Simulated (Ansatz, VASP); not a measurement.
One calculation of SnO2, two programs

```
Sn O
1.0
    -2.09909    2.09909    5.05063
     2.09909   -2.09909    5.05063
     2.09909    2.09909   -5.05063
Sn O
2 4
Direct
  0.75000 0.25000 0.50000
  0.00000 0.00000 0.00000
  0.79637 0.79637 0.00000
  0.95363 0.45363 0.50000
  0.20363 0.20363 0.00000
  0.54637 0.04637 0.50000
```

Alike in both runs: functional PBEsol; k mesh 10 × 10 × 10; occupations gaussian, width 0.05 eV; no spin polarisation.

Ansatz relaxed the structure, and its values are those at the end. VASP's run is a single point on that final structure, the one shown.

|  | VASP | Ansatz |
| --- | --- | --- |
| version | VASP 6.6.1 | Ansatz 0.2.0 |
| potentials or method | VASP PAW PBE potentials, release 64 (Sn_d, O), cutoff 520 eV | scalar-relativistic, plane waves, PAW |
| valence electrons in the cell | 52 | 52 |

```tsv
	VASP	Ansatz	Ansatz less VASP
gap on the k mesh at the Fermi level (eV)	1.09	1.10	+0.011
least direct gap on the mesh (eV)	1.42	1.43	+0.009
pressure (GPa)	-8.9	-9.3	-0.48
rms of the force components (eV/Å)	0.020	0.000	-0.0203
```

VASP's potentials were made for PBE, not for PBEsol, and Ansatz warns of the same on its side. Ansatz's warnings: stress scf threshold loose.
